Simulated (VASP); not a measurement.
Input of a VASP 6.6.1 run:

INCAR

```
  PREC = Accurate
  ENCUT = 520
  EDIFF = 1E-6
  ISMEAR = 0
  SIGMA = 0.15
  LREAL = F
  LASPH = T
  NELM = 80
  ALGO = Fast
  ISIF = 2
  LWAVE = F
  LCHARG = F
  GGA = PE
  IVDW = 12
  NBANDS = 14
```

File KPOINTS:

```
Automatic mesh
0
Gamma
  18 18 18
```

File POSCAR:

```
Bi
1.0
   -1.8020669468      1.8020669468      2.2549263705
    1.8020669468     -1.8020669468      2.2549263705
    1.8020669468      1.8020669468     -2.2549263705
Bi
1
Direct
    0.0000000000      0.0000000000      0.0000000000
```

Potentials or basis: VASP PAW PBE potentials, release 64 (Bi_d).

Run with:

```sh
$ cat potpaw_PBE.64/Bi_d/POTCAR > POTCAR
$ mpirun -np 1 vasp_std > vasp.out
```

Question: Predict the dispersion energy per atom.

Answer: -0.538 eV.

Question: Estimate the band gap on the k mesh.

Answer: Zero (an odd number of electrons rules out a gap without spin polarisation).

Question: Predict the pressure.

Answer: 2.0 GPa.

Stress tensor (GPa, compression positive):
```
2.64 0.00 0.00
0.00 2.64 0.00
0.00 0.00 0.77
```

Caveat: spin-orbit coupling is left out, which moves the levels of the heavy elements.
